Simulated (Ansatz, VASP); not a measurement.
**Two plane-wave programs on Hf2NbN2**

INCAR

```
SYSTEM = Hf2NbN2
  ALGO = Normal
  EDIFF = 1E-7
  ENCUT = 520
  GGA = PE
  ISIF = 2
  ISMEAR = 0
  LASPH = .TRUE.
  LCHARG = .FALSE.
  LREAL = .FALSE.
  LWAVE = .FALSE.
  NBANDS = 30
  NELM = 80
  PREC = Accurate
  SIGMA = 0.1
```

Contents of KPOINTS:

```
k-points
0
G
  6 6 4
  0 0 0
```

File POSCAR:

```
Hf2NbN2
1.0
    4.1700925900      0.0000000000      0.0000000000
   -2.0850462900      3.6114061200      0.0000000000
    0.0000000000      0.0000000000      5.0022527600
Hf Nb N
2 1 2
Direct
    0.0000000000      0.0000000000      0.5000000000
    0.3333333300      0.6666666700      0.5000000000
    0.0000000000      0.0000000000      0.0000000000
    0.3333333300      0.6666666700      0.8204195300
    0.3333333300      0.6666666700      0.1795804700
```

Input for Ansatz:

```yaml
crystal:
  lattice:
    - [4.17009259, 0.0, 0.0]
    - [-2.08504629, 3.61140612, 0.0]
    - [0.0, 0.0, 5.00225276]
  atoms:
    - { symbol: Hf, position: [0.0, 0.0, 0.5] }
    - { symbol: Hf, position: [0.33333333, 0.66666667, 0.5] }
    - { symbol: Nb, position: [0.0, 0.0, 0.0] }
    - { symbol: "N", position: [0.33333333, 0.66666667, 0.82041953] }
    - { symbol: "N", position: [0.33333333, 0.66666667, 0.17958047] }
basis:
  ecutwfc: 420
kpoints:
  mp_grid: { grid: [6, 6, 4] }
hamiltonian:
  xc: pbe
scf:
  occupations: { method: gaussian, width: 0.1 }
  lower_state_search: "off"
output:
  forces: true
  stress: true
  eigenvalues: true
```

Alike in both runs: task single point; functional PBE; k mesh 6 × 6 × 4; occupations gaussian, width 0.1 eV; no spin polarisation.

```csv
,VASP,Ansatz
version,VASP 6.6.1,Ansatz 0.2.0
potentials or method,"VASP PAW PBE potentials, release 64 (Hf_pv, Nb_sv, N), cutoff 520 eV","scalar-relativistic, plane waves, PAW"
valence electrons in the cell,43,75
```

VASP gave:

| Property | Result |
| --- | --- |
| gap on the k mesh at the Fermi level (eV) | none |
| rms of the force components (eV/Å) | 7.452 |

Question: What did Ansatz give for the same quantities?

Answer: gap on the k mesh at the Fermi level (eV): none; rms of the force components (eV/Å): 6.731.

Atom by atom the forces differ by 0.720 eV/Å (rms over components). A gap of «none» marks a metal or a gap that the smearing closes. With one functional, cell and mesh, what is left measures potentials, basis and numerics. VASP's potentials hold 43 valence electrons a cell and Ansatz's 75, so a difference there can come from the potentials and not from the codes.

Spin-orbit coupling is off throughout.
